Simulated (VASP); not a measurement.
Input of a VASP 6.6.1 run:

Contents of INCAR:

```
ALGO = Normal
EDIFF = 1E-7
ENCUT = 520
GGA = PE
ISIF = 2
ISMEAR = 0
LASPH = True
LCHARG = False
LREAL = False
LWAVE = False
NBANDS = 46
NELM = 80
PREC = Accurate
SIGMA = 0.1
```

Contents of KPOINTS:

```
k-points
0
Gamma
  6 6 1
```

Contents of POSCAR:

```
Be2ZnTe3
1.0
    4.1098727705      0.0000000000      0.0000000000
   -2.0549363852      3.5592542256      0.0000000000
    0.0000000000      0.0000000000     20.4235883000
Be Zn Te
4 2 6
Direct
    0.6666666667      0.3333333333      0.1702870000
    0.6666666667      0.3333333333      0.8298830000
    0.3333333333      0.6666666667      0.3298830000
    0.3333333333      0.6666666667      0.6702870000
    0.6666666667      0.3333333333      0.5019910000
    0.3333333333      0.6666666667      0.0019910000
    0.6666666667      0.3333333333      0.2911430000
    0.6666666667      0.3333333333      0.6317960000
    0.6666666667      0.3333333333      0.9499010000
    0.3333333333      0.6666666667      0.1317960000
    0.3333333333      0.6666666667      0.4499010000
    0.3333333333      0.6666666667      0.7911430000
```

Potentials or basis: VASP PAW PBE potentials, release 64 (Be, Zn, Te).

Run with:

```console
$ cat potpaw_PBE.64/Be/POTCAR potpaw_PBE.64/Zn/POTCAR potpaw_PBE.64/Te/POTCAR > POTCAR
$ mpirun -np 1 vasp_std > vasp.out
```

Question: Estimate the band gap on the k mesh.

Answer: 1.66 eV (least direct gap 2.09 eV).

Question: Estimate the largest force.

Answer: 0.006 eV/Å.

Question: What does it give for the pressure?

Answer: 0.2 GPa.

Forces on the atoms (eV/Å):
```
Be   0.000  0.000 -0.003
Be   0.000  0.000 -0.001
Be   0.000  0.000 -0.001
Be   0.000  0.000 -0.003
Zn   0.000  0.000  0.006
Zn   0.000  0.000  0.006
Te   0.000  0.000 -0.001
Te   0.000  0.000 -0.004
Te   0.000  0.000  0.003
Te   0.000  0.000 -0.004
Te   0.000  0.000  0.003
Te   0.000  0.000 -0.001
```

Caveat: spin-orbit coupling is left out, which moves the levels of the heavy elements. A k mesh can miss the band edges.
